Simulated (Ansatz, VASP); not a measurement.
## Two plane-wave programs on Ge

```
Ge
1.0
     2.88064    2.88064    0.00000
    -2.88064    2.88064    0.00000
     0.00000    0.00000    5.76127
Ge
4
Direct
  0.00000 0.00000 0.00000
  0.50000 0.50000 0.50000
  0.50000 0.00000 0.25000
  0.00000 0.50000 0.75000
```

Alike in both runs: functional PBE; k mesh 10 × 10 × 8; occupations gaussian, width 0.1 eV; no spin polarisation.

Ansatz relaxed the structure, and its values are those at the end. VASP's run is a single point on that final structure, the one shown.

```csv
,VASP,Ansatz
version,VASP 6.6.1,Ansatz 0.2.0
potentials or method,"VASP PAW PBE potentials, release 64 (Ge_d), cutoff 520 eV","scalar-relativistic, plane waves, PAW"
valence electrons in the cell,56,56
```

|  | VASP | Ansatz | Ansatz less VASP |
| --- | --- | --- | --- |
| gap on the k mesh at the Fermi level (eV) | none | none | - |
| pressure (GPa) | 0.0 | 0.0 | +0.04 |

A gap of «none» marks a metal or a gap that the smearing closes.
